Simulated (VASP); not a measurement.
# Y (Fm-3m) in VASP: a series of runs, part 3 of 3

VASP 6.6.1. The steps go on from the part before.

### 6 Electric field gradients, LDA (volume scaled by 1.04)

INCAR

```
SYSTEM = Y
PREC = Accurate ; ENCUT = 520
EDIFF = 1E-8 ; ISMEAR = -1
SIGMA = 0.05 ; LREAL = .FALSE.
LASPH = .TRUE. ; NELM = 80
ALGO = Normal ; ISIF = 2
LWAVE = .FALSE. ; LCHARG = .FALSE.
GGA = CA ; LEFG = .TRUE.
NBANDS = 12
```

KPOINTS

```
Automatic mesh
0
G
  13 13 13
  0 0 0
```

POSCAR

```
Y
1.0
    0.0000000000      2.5177011185      2.5177011185
    2.5177011185      0.0000000000      2.5177011185
    2.5177011185      2.5177011185      0.0000000000
Y
1
Direct
    0.0000000000      0.0000000000      0.0000000000
```

Potentials or basis: VASP PAW LDA potentials, release 64 (Y_sv).

Run with:

```
> cat potpaw_LDA.64/Y_sv/POTCAR > POTCAR
> mpirun -np 1 vasp_std > vasp.out
```

OUTCAR:

```text
SYSTEM = Y
   PREC = Accurate
   ENCUT = 520
   EDIFF = 1E-8
   ISMEAR = -1
   LREAL = .FALSE.
   LASPH = .TRUE.
   NELM = 80
   ISIF = 2
   GGA = CA

 ion  position               nearest neighbor table
   1  0.000  0.000  0.000-

  LATTYP: Found a face centered cubic cell.
 ALAT       =     5.0354022370

  Lattice vectors:

 A1 = (   0.0000000000,   2.5177011185,   2.5177011185)
 A2 = (   2.5177011185,   0.0000000000,   2.5177011185)
 A3 = (   2.5177011185,   2.5177011185,   0.0000000000)

Analysis of symmetry for initial positions (statically):
=====================================================================
 Subroutine PRICEL returns:
 Original cell was already a primitive cell.

 Routine SETGRP: Setting up the symmetry group for a
 face centered cubic supercell.

 Subroutine GETGRP returns: Found 48 space group operations
 (whereof 48 operations were pure point group operations)
 out of a pool of 48 trial point group operations.

The static configuration has the point symmetry O_h .

Analysis of symmetry for dynamics (positions and initial velocities):
=====================================================================
 Subroutine PRICEL returns:
 Original cell was already a primitive cell.

 Routine SETGRP: Setting up the symmetry group for a
 face centered cubic supercell.

 Subroutine GETGRP returns: Found 48 space group operations
 (whereof 48 operations were pure point group operations)
 out of a pool of 48 trial point group operations.

The dynamic configuration has the point symmetry O_h .

 Subroutine INISYM returns: Found 48 space group operations
 (whereof 48 operations are pure point group operations),
 and found     1 'primitive' translations

----------------------------------------------------------------------------------------

                                     Primitive cell

  volume of cell :      31.9185

  direct lattice vectors                    reciprocal lattice vectors
     0.000000000  2.517701118  2.517701118    -0.198593867  0.198593867  0.198593867
     2.517701118  0.000000000  2.517701118     0.198593867 -0.198593867  0.198593867
     2.517701118  2.517701118  0.000000000     0.198593867  0.198593867 -0.198593867

  length of vectors
     3.560567068  3.560567068  3.560567068     0.343974667  0.343974667  0.343974667

  position of ions in fractional coordinates (direct lattice)
     0.000000000  0.000000000  0.000000000

  ion indices of the primitive-cell ions
   primitive index   ion index
                 1           1

----------------------------------------------------------------------------------------

 KPOINTS: Automatic mesh

Automatic generation of k-mesh.
 Grid dimensions read from file:
 generate k-points for:   13   13   13

 Generating k-lattice:

  Cartesian coordinates                     Fractional coordinates (reciprocal lattice)
[... 70 lines left out ...]
   PSTRESS=    0.0 pullay stress
   NELECT =      11.0000    total number of electrons
   NUPDOWN=      -1.0000    fix difference up-down
   EMIN   =  10.00;   EMAX   =-10.00  energy-range for DOS
   EFERMI =   0.00;   METHOD = LEGACY
   ISMEAR =    -1;   SIGMA  =   0.05  broadening in eV -4-tet -1-fermi 0-gaus
   EFERMI_NEDOS =   21; number of points for ismear=-14 and -15
   IALGO  =     38    algorithm
   IMIX   =      4    mixing-type and parameters
     AMIX     =   0.40;   BMIX     =  1.00
     AMIX_MAG =   1.60;   BMIX_MAG =  1.00
  volume/ion in A,a.u.               =      31.92       215.40
  Fermi-wavevector in a.u.,A,eV,Ry     =   1.147779  2.168988 17.924265  1.317396
  Thomas-Fermi vector in A             =   2.284457
   LORBIT       =      0    0 simple, 1 ext, 2 COOP (PROOUT), +10 PAW based schemes
   GGA     = CA    functional components
   LHFCALC =     F    Hartree Fock is set to
   AEXX    =    0.0000 exact exchange contribution
   IVDW    =     0    specifies the selected vdW correction
   LEPSILON=     F    determine dielectric tensor
   LRPA    =     F    only Hartree local field effects (RPA)
 non-spin polarized calculation
  energy-cutoff  :      520.00
  volume of cell :       31.92
 maximum number of plane-waves:       884
   NGX = 13   NGY = 13   NGZ = 13

 number of electron      11.0000000 magnetization

 Free energy of the ion-electron system (eV)
  ---------------------------------------------------
  ext. energy  EPLUGINS =         0.00000000
  ---------------------------------------------------
  free energy    TOTEN  =        -6.91769592 eV

  energy without entropy =       -6.90542453  energy(sigma->0) =       -6.91156023

 E-fermi :   3.0169     XC(G=0):  -9.7506

 val. band max:        3.0150997846   @ k =   0.4615   0.2308   0.0769
 cond. band min:       3.0176863401   @ k =   0.3077   0.2308   0.0000
 fundamental gap:      0.0025865554
 Fermi energy:         3.0168520749

 k-point     1 :       0.0000    0.0000    0.0000
  band No.  band energies     occupation
      1     -39.3857      2.00000
      2     -19.1870      2.00000
      3     -19.1870      2.00000
      4     -19.1870      2.00000
      5      -1.7533      2.00000
      6       4.7653      0.00000
      7       4.7653      0.00000
      8       4.7653      0.00000
      9       6.8059      0.00000
     10       6.8059      0.00000
     11      12.1152      0.00000
     12      15.3907      0.00000
[... 331 lines left out ...]
 k-point    24 :       0.4615    0.1538    0.0000
  band No.  band energies     occupation
      1     -39.3108      2.00000
      2     -19.7266      2.00000
      3     -19.3364      2.00000
      4     -19.2999      2.00000
      5       1.3030      2.00000
      6       3.1641      0.10004
      7       4.1641      0.00000
      8       5.1719      0.00000
      9       8.0509      0.00000
     10       8.3715      0.00000
     11      10.9583      0.00000
     12      13.3573      0.00000

 [... further k-points ...]

------------------------ aborting loop because EDIFF is reached ----------------------------------------

  FORCE on cell =-STRESS in cart. coord.  units (eV):
  Direction    XX          YY          ZZ          XY          YZ          ZX
  --------------------------------------------------------------------------------------
  -------------------------------------------------------------------------------------
  Total       -0.6583590     -0.6583590     -0.6583590      0.0000000      0.0000000      0.0000000
  in kB      -33.0469088    -33.0469088    -33.0469088      0.0000000      0.0000000      0.0000000
  external PRESSURE =     -33.0469088 kB  Pullay stress =       0.0000000 kB

 VOLUME and BASIS-vectors are now :
 -----------------------------------------------------------------------------
  energy-cutoff  :      520.00
  volume of cell :       31.92
      direct lattice vectors                 reciprocal lattice vectors
     0.000000000  2.517701118  2.517701118    -0.198593867  0.198593867  0.198593867
     2.517701118  0.000000000  2.517701118     0.198593867 -0.198593867  0.198593867
     2.517701118  2.517701118  0.000000000     0.198593867  0.198593867 -0.198593867

 POSITION                                       TOTAL-FORCE (eV/Angst)
 -----------------------------------------------------------------------------------
      0.00000      0.00000      0.00000         0.000000      0.000000      0.000000
 -----------------------------------------------------------------------------------
    total drift:                               -0.000000     -0.000000     -0.000000

  FREE ENERGIE OF THE ION-ELECTRON SYSTEM (eV)
  ---------------------------------------------------
  free  energy   TOTEN  =        -6.9176959248 eV

  energy  without entropy=       -6.9054245256  energy(sigma->0) =       -6.91156023

 Electric field gradients (V/A^2)
---------------------------------------------------------------------
 ion       V_xx      V_yy      V_zz      V_xy      V_xz      V_yz
---------------------------------------------------------------------
   1       0.000     0.000    -0.000     0.000     0.000     0.000
---------------------------------------------------------------------

 Electric field gradients after diagonalization (V/A^2)
 (convention: |V_zz| > |V_xx| > |V_yy|)
----------------------------------------------------------------------
 ion       V_xx      V_yy      V_zz     asymmetry (V_yy - V_xx)/ V_zz
----------------------------------------------------------------------
   1      -0.000    -0.000     0.000       0.000
----------------------------------------------------------------------

           NMR quadrupolar parameters

 Cq : quadrupolar parameter    Cq=e*Q*V_zz/h
 eta: asymmetry parameters     (V_yy - V_xx)/ V_zz
 Q  : nuclear electric quadrupole moment in mb (millibarn)
----------------------------------------------------------------------
 ion       Cq(MHz)       eta       Q (mb)
----------------------------------------------------------------------
   1       0.000       0.000       1.000
----------------------------------------------------------------------
```

OSZICAR:

```text
N       E                     dE             d eps       ncg     rms          rms(c)
DAV:   1     0.237506135089E+02    0.23751E+02   -0.54941E+03  2016   0.829E+02
DAV:   2    -0.579303591872E+01   -0.29544E+02   -0.28685E+02  2380   0.162E+02
DAV:   3    -0.708382022882E+01   -0.12908E+01   -0.12694E+01  2812   0.218E+01
DAV:   4    -0.712035058995E+01   -0.36530E-01   -0.36510E-01  2268   0.364E+00
DAV:   5    -0.712111662155E+01   -0.76603E-03   -0.76597E-03  2652   0.425E-01    0.224E+01
DAV:   6    -0.695453195819E+01    0.16658E+00   -0.19193E-01  2156   0.281E+00    0.137E+01
DAV:   7    -0.692183470058E+01    0.32697E-01   -0.26023E-01  2412   0.322E+00    0.109E+00
DAV:   8    -0.691775677444E+01    0.40779E-02   -0.30155E-02  2340   0.135E+00    0.157E-01
DAV:   9    -0.691770058594E+01    0.56189E-04   -0.87106E-04  2432   0.239E-01    0.605E-02
DAV:  10    -0.691769586662E+01    0.47193E-05   -0.53697E-05  2344   0.626E-02    0.190E-02
DAV:  11    -0.691769590108E+01   -0.34467E-07   -0.78568E-06  2344   0.249E-02    0.127E-02
DAV:  12    -0.691769592516E+01   -0.24078E-07   -0.79735E-07  2256   0.812E-03    0.336E-03
DAV:  13    -0.691769592479E+01    0.36857E-09   -0.51058E-08  2584   0.184E-03
   1 F= -.69176959E+01 E0= -.69115602E+01  d E =-.122714E-01
```

stdout:

```text
POSCAR found type information on POSCAR Y
 POSCAR found :  1 types and       1 ions
 scaLAPACK will be used
 LDA part: xc-table for (Slater(with rela. corr.)+CA(PZ))
 , standard interpolation
 POSCAR, INCAR and KPOINTS ok, starting setup
 FFT: planning ... GRIDC
 FFT: planning ... GRID_SOFT
 FFT: planning ... GRID
 WAVECAR not read
 entering main loop
ion   1
```

Wall time 17 s (1 thread of Intel Xeon Platinum 8559C (Emerald Rapids), shared host); peak memory 0.18 GiB.

What came out:

```yaml
Free_energy: -6.9177 eV
Pressure: -3.3 GPa
```

Caveat: the cell differs from its parent crystal (volume scaled by 1.04); without QUAD_EFG the Cq values of the log hold for a quadrupole moment of 1 mb, not for the nuclei.

### 7 Electric field gradients, LDA

This run uses another cell than the first one, of 30.69 Å³/atom, 1.020 times its volume.

INCAR

```
SYSTEM = Y
PREC = Accurate ; ENCUT = 520
EDIFF = 1E-8 ; ISMEAR = -1
SIGMA = 0.05 ; LREAL = .False.
LASPH = .True. ; NELM = 100
ALGO = Normal ; ISIF = 2
LWAVE = .False. ; LCHARG = .False.
LEFG = .True. ; NBANDS = 12
```

KPOINTS

```
Automatic mesh
0
Gamma
  13 13 13
  0 0 0
```

POSCAR

```
Y
1.0
    0.0000000000      2.4850000000      2.4850000000
    2.4850000000      0.0000000000      2.4850000000
    2.4850000000      2.4850000000      0.0000000000
Y
1
Direct
    0.0000000000      0.0000000000      0.0000000000
```

Potentials or basis: VASP PAW LDA potentials, release 64 (Y_sv).

Run with:

```
> cat potpaw_LDA.64/Y_sv/POTCAR > POTCAR
> mpirun -np 1 vasp_std > vasp.out
```

OUTCAR:

```text
SYSTEM = Y
   PREC = Accurate
   ENCUT = 520
   EDIFF = 1E-8
   ISMEAR = -1
   LREAL = .False.
   LASPH = .True.
   NELM = 100
   ISIF = 2

 ion  position               nearest neighbor table
   1  0.000  0.000  0.000-

  LATTYP: Found a face centered cubic cell.
 ALAT       =     4.9700000000

  Lattice vectors:

 A1 = (   0.0000000000,   2.4850000000,   2.4850000000)
 A2 = (   2.4850000000,   0.0000000000,   2.4850000000)
 A3 = (   2.4850000000,   2.4850000000,   0.0000000000)

[... 564 lines left out ...]
    total drift:                               -0.000000     -0.000000     -0.000000

  FREE ENERGIE OF THE ION-ELECTRON SYSTEM (eV)
  ---------------------------------------------------
  free  energy   TOTEN  =        -6.9375659643 eV

  energy  without entropy=       -6.9256894962  energy(sigma->0) =       -6.93162773

 Electric field gradients (V/A^2)
---------------------------------------------------------------------
 ion       V_xx      V_yy      V_zz      V_xy      V_xz      V_yz
---------------------------------------------------------------------
   1      -0.000     0.000     0.000     0.000     0.000     0.000
---------------------------------------------------------------------

 Electric field gradients after diagonalization (V/A^2)
 (convention: |V_zz| > |V_xx| > |V_yy|)
----------------------------------------------------------------------
 ion       V_xx      V_yy      V_zz     asymmetry (V_yy - V_xx)/ V_zz
----------------------------------------------------------------------
   1      -0.000    -0.000     0.000       0.000
----------------------------------------------------------------------

           NMR quadrupolar parameters

 Cq : quadrupolar parameter    Cq=e*Q*V_zz/h
 eta: asymmetry parameters     (V_yy - V_xx)/ V_zz
 Q  : nuclear electric quadrupole moment in mb (millibarn)
----------------------------------------------------------------------
 ion       Cq(MHz)       eta       Q (mb)
----------------------------------------------------------------------
   1       0.000       0.000       1.000
----------------------------------------------------------------------
```

OSZICAR:

```text
N       E                     dE             d eps       ncg     rms          rms(c)
DAV:   1     0.247365240390E+02    0.24737E+02   -0.54472E+03  2016   0.829E+02
DAV:   2    -0.590077976251E+01   -0.30637E+02   -0.29844E+02  2448   0.164E+02
DAV:   3    -0.709281108668E+01   -0.11920E+01   -0.11751E+01  2764   0.215E+01
DAV:   4    -0.712412257987E+01   -0.31311E-01   -0.31297E-01  2308   0.328E+00
DAV:   5    -0.712464438146E+01   -0.52180E-03   -0.52179E-03  2612   0.348E-01    0.229E+01
DAV:   6    -0.696914873410E+01    0.15550E+00   -0.18633E-01  2184   0.279E+00    0.140E+01
DAV:   7    -0.694162290160E+01    0.27526E-01   -0.25132E-01  2412   0.320E+00    0.110E+00
DAV:   8    -0.693760530965E+01    0.40176E-02   -0.28970E-02  2304   0.133E+00    0.156E-01
DAV:   9    -0.693757122860E+01    0.34081E-04   -0.85775E-04  2436   0.235E-01    0.604E-02
DAV:  10    -0.693756587518E+01    0.53534E-05   -0.46027E-05  2372   0.576E-02    0.172E-02
DAV:  11    -0.693756594584E+01   -0.70664E-07   -0.66373E-06  2336   0.228E-02    0.125E-02
DAV:  12    -0.693756596403E+01   -0.18191E-07   -0.77743E-07  2252   0.804E-03    0.289E-03
DAV:  13    -0.693756596434E+01   -0.30627E-09   -0.41807E-08  2620   0.165E-03
   1 F= -.69375660E+01 E0= -.69316277E+01  d E =-.118765E-01
```

Wall time 17 s (1 thread of Intel Xeon Platinum 8559C (Emerald Rapids), shared host); peak memory 0.17 GiB.

What came out:

```yaml
Free_energy: -6.9376 eV
Pressure: -1.9 GPa
```

Caveat: without QUAD_EFG the Cq values of the log hold for a quadrupole moment of 1 mb, not for the nuclei.

### 8 Summary

| cell | gap on the mesh (eV) | pressure (GPa) |
| --- | --- | --- |
| a = 3.491 Å, angles 60.0°, 1 atom | none | -1.0 |
| a = 3.526 Å, angles 60.0°, 1 atom | none | -2.2 |
| a = 3.561 Å, angles 60.0°, 1 atom | none | -3.3 |
| a = 3.514 Å, angles 60.0°, 1 atom | none | -1.9 |

Alike in all rows: task electric field gradients; level LDA; potentials or basis VASP PAW LDA potentials, release 64 (Y_sv); no spin polarisation; k mesh 13 × 13 × 13; cutoff (eV) 520; smearing fermi-dirac 0.05 eV.

Total energies depend on the potentials used, so only differences within one code and one set of settings carry meaning.
